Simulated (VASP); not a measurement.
# KMgF3 in VASP: a series of runs

Runs on KMgF3. Level: PBE. Tasks: single point.

Program: VASP 6.6.1. These are calculated values, not measurements. Logs are shortened: lines on timing, memory, paths and dates and some standing lists are left out, and cuts for length are marked.

### 1 The cell of the first run

The structure is cubic, space group Pm-3m (No. 221). Conventional cell: a = 4.054 Å, b = 4.054 Å, c = 4.054 Å, α = 90.00°, β = 90.00°, γ = 90.00°. K (site symmetry m-3m) has 12 F at 2.87 Å and 8 Mg at 3.51 Å within 3.8 Å. Mg (site symmetry m-3m) has 6 F at 2.03 Å within 2.7 Å. Within 2.7 Å of F (site symmetry 4/mmm) lie 2 Mg at 2.03 Å.

### 2 Single point, PBE

The input, INCAR:

```
  PREC = Accurate
  ENCUT = 520
  EDIFF = 1E-7
  ISMEAR = 0
  SIGMA = 0.02
  LREAL = False
  LASPH = True
  NELM = 100
  ALGO = Normal
  ISIF = 2
  LWAVE = False
  LCHARG = False
  GGA = PE
  NBANDS = 24
```

The input, KPOINTS:

```
regular mesh
0
Gamma
  6 6 6
```

The input, POSCAR:

```
KMgF3
1.0
    4.0538824298      0.0000000000      0.0000000000
    0.0000000000      4.0538824298      0.0000000000
    0.0000000000      0.0000000000      4.0538824298
K Mg F
1 1 3
Direct
    0.5000000000      0.5000000000      0.5000000000
    0.0000000000      0.0000000000      0.0000000000
    0.0000000000      0.5000000000      0.0000000000
    0.0000000000      0.0000000000      0.5000000000
    0.5000000000      0.0000000000      0.0000000000
```

Potentials or basis: VASP PAW PBE potentials, release 64 (K_sv, Mg, F).

Run with:

```bash
cat potpaw_PBE.64/K_sv/POTCAR potpaw_PBE.64/Mg/POTCAR potpaw_PBE.64/F/POTCAR > POTCAR
mpirun -np 1 vasp_std > vasp.out
```

OUTCAR:

```text
PREC = Accurate
   ENCUT = 520
   EDIFF = 1E-7
   ISMEAR = 0
   LREAL = False
   LASPH = True
   NELM = 100
   ISIF = 2
   GGA = PE

 ion  position               nearest neighbor table
   1  0.500  0.500  0.500-   2 3.51   2 3.51   2 3.51   2 3.51   2 3.51   2 3.51   2 3.51   2 3.51

   2  0.000  0.000  0.000-   3 2.03   4 2.03   5 2.03   4 2.03   3 2.03   5 2.03   1 3.51   1 3.51
                             1 3.51   1 3.51   1 3.51   1 3.51   1 3.51   1 3.51
   3  0.000  0.500  0.000-   2 2.03   2 2.03
   4  0.000  0.000  0.500-   2 2.03   2 2.03
   5  0.500  0.000  0.000-   2 2.03   2 2.03

  LATTYP: Found a simple cubic cell.
 ALAT       =     4.0538824298

  Lattice vectors:

 A1 = (   4.0538824298,   0.0000000000,   0.0000000000)
 A2 = (   0.0000000000,   4.0538824298,   0.0000000000)
 A3 = (   0.0000000000,   0.0000000000,   4.0538824298)

Analysis of symmetry for initial positions (statically):
=====================================================================
 Subroutine PRICEL returns:
 Original cell was already a primitive cell.

 Routine SETGRP: Setting up the symmetry group for a
 simple cubic supercell.

 Subroutine GETGRP returns: Found 48 space group operations
 (whereof 48 operations were pure point group operations)
 out of a pool of 48 trial point group operations.

The static configuration has the point symmetry O_h .

Analysis of symmetry for dynamics (positions and initial velocities):
=====================================================================
 Subroutine PRICEL returns:
 Original cell was already a primitive cell.

 Routine SETGRP: Setting up the symmetry group for a
 simple cubic supercell.

 Subroutine GETGRP returns: Found 48 space group operations
 (whereof 48 operations were pure point group operations)
 out of a pool of 48 trial point group operations.

The dynamic configuration has the point symmetry O_h .

 Subroutine INISYM returns: Found 48 space group operations
 (whereof 48 operations are pure point group operations),
 and found     1 'primitive' translations

----------------------------------------------------------------------------------------

                                     Primitive cell

  volume of cell :      66.6214

  direct lattice vectors                    reciprocal lattice vectors
     4.053882430  0.000000000  0.000000000     0.246677109  0.000000000  0.000000000
     0.000000000  4.053882430  0.000000000     0.000000000  0.246677109  0.000000000
     0.000000000  0.000000000  4.053882430     0.000000000  0.000000000  0.246677109

  length of vectors
     4.053882430  4.053882430  4.053882430     0.246677109  0.246677109  0.246677109

  position of ions in fractional coordinates (direct lattice)
     0.500000000  0.500000000  0.500000000
     0.000000000  0.000000000  0.000000000
     0.000000000  0.500000000  0.000000000
     0.000000000  0.000000000  0.500000000
     0.500000000  0.000000000  0.000000000

  ion indices of the primitive-cell ions
   primitive index   ion index
                 1           1
                 2           2
                 3           3
                 4           4
                 5           5

----------------------------------------------------------------------------------------

 KPOINTS: regular mesh

Automatic generation of k-mesh.
 Grid dimensions read from file:
 generate k-points for:    6    6    6

 Generating k-lattice:

  Cartesian coordinates                     Fractional coordinates (reciprocal lattice)
     0.041112852  0.000000000  0.000000000     0.166666667  0.000000000  0.000000000
     0.000000000  0.041112852  0.000000000     0.000000000  0.166666667  0.000000000
     0.000000000  0.000000000  0.041112852     0.000000000  0.000000000  0.166666667

  Length of vectors
     0.041112852  0.041112852  0.041112852

  Shift w.r.t. Gamma in fractional coordinates (k-lattice)
     0.000000000  0.000000000  0.000000000

 Subroutine IBZKPT returns following result:
 ===========================================

 Found     20 irreducible k-points:

 Following reciprocal coordinates:
            Coordinates               Weight
  0.000000  0.000000  0.000000      1.000000
  0.166667  0.000000  0.000000      6.000000
  0.333333  0.000000  0.000000      6.000000
  0.500000  0.000000  0.000000      3.000000
  0.166667  0.166667  0.000000     12.000000
  0.333333  0.166667  0.000000     24.000000
[... 12 lines left out ...]
  0.500000  0.500000  0.333333      6.000000
  0.500000  0.500000  0.500000      1.000000
   k-points           NKPTS =     20   k-points in BZ     NKDIM =     20   number of bands    NBANDS=     24
   number of dos      NEDOS =    301   number of ions     NIONS =      5
   total plane-waves  NPLWV =  27000
   dimension x,y,z NGX =    30 NGY =   30 NGZ =   30
   dimension x,y,z NGXF=    60 NGYF=   60 NGZF=   60
   ions per type =               1   1   3
   NGX,Y,Z   is equivalent  to a cutoff of  12.30, 12.30, 12.30 a.u.
   NGXF,Y,Z  is equivalent  to a cutoff of  24.61, 24.61, 24.61 a.u.
 SYSTEM =  unknown system
   PREC   = accura    normal or accurate (medium, high low for compatibility)
   ISTART =      0    job   : 0-new  1-cont  2-samecut
   ICHARG =      2    charge: 1-file 2-atom 10-const
   ISPIN  =      1    spin polarized calculation?
   LNONCOLLINEAR =      F non collinear calculations
   LSORBIT =      F    spin-orbit coupling
   LASPH  =      T    aspherical Exc in radial PAW
   ENCUT  =  520.0 eV  38.22 Ry    6.18 a.u.   7.54  7.54  7.54*2*pi/ulx,y,z
   NELM   =    100;   NELMIN=  2; NELMDL= -5     # of ELM steps
   EDIFF  = 0.1E-06   stopping-criterion for ELM
   LREAL  =      F    real-space projection
   EDIFFG = 0.1E-05   stopping-criterion for IOM
   NSW    =      0    number of steps for IOM
   IBRION =     -1    ionic relax: 0-MD 1-quasi-New 2-CG
   NFREE  =      0    steps in history (QN), initial steepest desc. (CG)
   ISIF   =      2    stress and relaxation
   ISYM   =      2    0-nonsym 1-usesym 2-fastsym
   POTIM  = 0.5000    time-step for ionic-motion
   TEBEG  =    0.0;   TEEND  =   0.0 temperature during run
   PSTRESS=    0.0 pullay stress
   NELECT =      32.0000    total number of electrons
   NUPDOWN=      -1.0000    fix difference up-down
   EMIN   =  10.00;   EMAX   =-10.00  energy-range for DOS
   EFERMI =   0.00;   METHOD = LEGACY
   ISMEAR =     0;   SIGMA  =   0.02  broadening in eV -4-tet -1-fermi 0-gaus
   EFERMI_NEDOS =   21; number of points for ismear=-14 and -15
   IALGO  =     38    algorithm
   IMIX   =      4    mixing-type and parameters
     AMIX     =   0.40;   BMIX     =  1.00
     AMIX_MAG =   1.60;   BMIX_MAG =  1.00
  volume/ion in A,a.u.               =      13.32        89.92
  Fermi-wavevector in a.u.,A,eV,Ry     =   1.282095  2.422809 22.364830  1.643769
  Thomas-Fermi vector in A             =   2.414427
   LORBIT       =      0    0 simple, 1 ext, 2 COOP (PROOUT), +10 PAW based schemes
   GGA     = PE    functional components
   LHFCALC =     F    Hartree Fock is set to
   AEXX    =    0.0000 exact exchange contribution
   IVDW    =     0    specifies the selected vdW correction
   LEPSILON=     F    determine dielectric tensor
   LRPA    =     F    only Hartree local field effects (RPA)
 non-spin polarized calculation
 Gauss-broadening in eV      SIGMA  =   0.02
  energy-cutoff  :      520.00
  volume of cell :       66.62
 maximum number of plane-waves:      1856
   NGX = 15   NGY = 15   NGZ = 15

 number of electron      31.9999960 magnetization

 Free energy of the ion-electron system (eV)
  ---------------------------------------------------
  ext. energy  EPLUGINS =         0.00000000
  ---------------------------------------------------
  free energy    TOTEN  =       -24.44983477 eV

  energy without entropy =      -24.44983477  energy(sigma->0) =      -24.44983477

 E-fermi :  -1.7509     XC(G=0):  -9.4346

 val. band max:       -1.8491372204   @ k =   0.5000   0.5000   0.5000
 cond. band min:       5.0816780705   @ k =   0.0000   0.0000   0.0000
 fundamental gap:      6.9308152908
 Fermi energy:        -1.7509273748

 k-point     1 :       0.0000    0.0000    0.0000
  band No.  band energies     occupation
      1     -27.6092      2.00000
      2     -21.8379      2.00000
      3     -21.2485      2.00000
      4     -21.2485      2.00000
      5     -11.0944      2.00000
      6     -11.0944      2.00000
[... 16 lines left out ...]
     23      11.5789      0.00000
     24      14.4653      0.00000

 k-point     2 :       0.1667    0.0000    0.0000
  band No.  band energies     occupation
      1     -27.6040      2.00000
      2     -21.8091      2.00000
      3     -21.2820      2.00000
      4     -21.2472      2.00000
      5     -11.0940      2.00000
      6     -11.0835      2.00000
[... 16 lines left out ...]
     23      11.5755      0.00000
     24      14.3406      0.00000

 k-point     3 :       0.3333    0.0000    0.0000
  band No.  band energies     occupation
      1     -27.5935      2.00000
      2     -21.7383      2.00000
      3     -21.3611      2.00000
      4     -21.2431      2.00000
      5     -11.0932      2.00000
      6     -11.0615      2.00000
[... 16 lines left out ...]
     23      11.6286      0.00000
     24      14.0068      0.00000
[... 406 lines left out ...]
 k-point    19 :       0.5000    0.5000    0.3333
  band No.  band energies     occupation
      1     -27.5648      2.00000
      2     -21.4239      2.00000
      3     -21.4170      2.00000
      4     -21.4170      2.00000
      5     -11.2270      2.00000
      6     -11.2270      2.00000
[... 16 lines left out ...]
     23      12.4462      0.00000
     24      12.4462      0.00000

 k-point    20 :       0.5000    0.5000    0.5000
  band No.  band energies     occupation
      1     -27.5620      2.00000
      2     -21.4135      2.00000
      3     -21.4135      2.00000
      4     -21.4135      2.00000
      5     -11.2483      2.00000
      6     -11.2483      2.00000
[... 16 lines left out ...]
     23      12.6373      0.00000
     24      12.8137      0.00000

------------------------ aborting loop because EDIFF is reached ----------------------------------------

  FORCE on cell =-STRESS in cart. coord.  units (eV):
  Direction    XX          YY          ZZ          XY          YZ          ZX
  --------------------------------------------------------------------------------------
  -------------------------------------------------------------------------------------
  Total       -0.1676842     -0.1676842     -0.1676842     -0.0000000     -0.0000000      0.0000000
  in kB       -4.0326384     -4.0326384     -4.0326384     -0.0000000     -0.0000000      0.0000000
  external PRESSURE =      -4.0326384 kB  Pullay stress =       0.0000000 kB

 VOLUME and BASIS-vectors are now :
 -----------------------------------------------------------------------------
  energy-cutoff  :      520.00
  volume of cell :       66.62
      direct lattice vectors                 reciprocal lattice vectors
     4.053882430  0.000000000  0.000000000     0.246677109  0.000000000  0.000000000
     0.000000000  4.053882430  0.000000000     0.000000000  0.246677109  0.000000000
     0.000000000  0.000000000  4.053882430     0.000000000  0.000000000  0.246677109

 POSITION                                       TOTAL-FORCE (eV/Angst)
 -----------------------------------------------------------------------------------
      2.02694      2.02694      2.02694         0.000000      0.000000      0.000000
      0.00000      0.00000      0.00000         0.000000      0.000000      0.000000
      0.00000      2.02694      0.00000         0.000000      0.000000      0.000000
      0.00000      0.00000      2.02694         0.000000      0.000000      0.000000
      2.02694      0.00000      0.00000         0.000000      0.000000      0.000000
 -----------------------------------------------------------------------------------
    total drift:                                0.000000     -0.000000      0.000000

  FREE ENERGIE OF THE ION-ELECTRON SYSTEM (eV)
  ---------------------------------------------------
  free  energy   TOTEN  =       -24.4498347692 eV

  energy  without entropy=      -24.4498347692  energy(sigma->0) =      -24.44983477
```

It took 33 s on 1 thread of Intel Xeon 8259CL, shared host; peak memory 0.18 GiB.

Results:

```
Free energy            : -24.4498 eV
Pressure               : -0.4 GPa
Band gap on the k mesh : 6.93 eV (least direct gap 7.25 eV)
```

A k mesh can miss the band edges.

### 3 Single point, PBE

This run uses another cell than the first one: it holds 20 atoms, not 5.

The input, INCAR:

```
SYSTEM = KMgF3
  ALGO = Normal
  EDIFF = 1E-6
  ENCUT = 520
  GGA = PE
  ISIF = 2
  ISMEAR = 0
  LASPH = .TRUE.
  LCHARG = .TRUE.
  LELF = .TRUE.
  LREAL = Auto
  LVHAR = .TRUE.
  LWAVE = .FALSE.
  NBANDS = 80
  NELM = 100
  PREC = Accurate
  SIGMA = 0.02
```

The input, KPOINTS:

```
Automatic mesh
0
Gamma
  2 2 2
  0.5 0.5 0.5
```

The input, POSCAR:

```
KMgF3
1.0
   -4.0538824298      4.0538824298      4.0538824298
    4.0538824298     -4.0538824298      4.0538824298
    4.0538824298      4.0538824298     -4.0538824298
K Mg F
4 4 12
Direct
    0.4994386000      0.5006212432      0.5000736933
   -0.0005081902      0.0005257361      0.5002801187
   -0.0002912777      0.5001387681     -0.0001937361
    0.4993599753     -0.0000400549     -0.0001917246
    0.4996335981      0.5003920889      0.0000645025
   -0.0004067107      0.0003108383      0.0000895573
   -0.0005032507      0.5003563792      0.4999776950
    0.4995214142      0.0003892697      0.4999972224
    0.2494576278      0.0008305321      0.2504862231
    0.7494767088      0.5009690239      0.2506428472
    0.7494774515     -0.0002797234      0.7494740712
    0.2494194566      0.4997410483      0.7495206970
    0.7493904291      0.2502143134      0.4998570630
    0.2492995448      0.7503875320      0.5000202516
    0.2495122440      0.2502930913      0.0001224434
    0.7494905290      0.7503508827      0.0000629908
   -0.0010773576      0.2503113561      0.2494716733
    0.4989777354      0.7503283947      0.2494441044
    0.5000750286      0.2502985836      0.7505546275
   -0.0002799114      0.7500327120      0.7504889444
```

Potentials or basis: VASP PAW PBE potentials, release 64 (K_sv, Mg, F).

Run with:

```bash
cat potpaw_PBE.64/K_sv/POTCAR potpaw_PBE.64/Mg/POTCAR potpaw_PBE.64/F/POTCAR > POTCAR
mpirun -np 1 vasp_std > vasp.out
```

It took 3.8 min on 1 thread of Intel Xeon 8259CL, shared host; peak memory 0.41 GiB.

The run converged. Its results:

```
Free energy            : -97.8096 eV
Pressure               : -0.4 GPa
Largest force          : 0.009 eV/Å
Band gap on the k mesh : 7.92 eV
```

Forces in eV/Å, atoms in the order of the input:
```
K    0.001 -0.002 -0.002
K    0.001 -0.005 -0.001
K    0.007 -0.004 -0.003
K    0.007 -0.003  0.001
Mg  -0.004  0.004 -0.005
Mg   0.000 -0.002 -0.005
Mg  -0.002 -0.004 -0.007
Mg   0.000 -0.002 -0.004
F   -0.001  0.005  0.000
F   -0.004  0.001  0.000
F    0.003  0.003  0.001
F    0.001  0.005  0.002
F    0.000  0.003  0.003
F   -0.003  0.004  0.006
F   -0.003 -0.001  0.006
F   -0.001  0.000  0.002
F   -0.001  0.001  0.001
F    0.003  0.001 -0.002
F   -0.002 -0.003  0.001
F   -0.003 -0.001  0.006
```

Levels at points of the mesh, in eV from the valence-band top:
```csv
k point,band 61,band 62,band 63,band 64,band 65,band 66,band 67,band 68
"(0.25, 0.25, 0.25)",-0.29,-0.29,-0.29,-0.29,9.25,9.25,9.25,9.25
```

Caveat: the k points lie up to 0.55 Å⁻¹ apart; a shifted mesh leaves out Γ, where band edges can lie. A k mesh can miss the band edges.
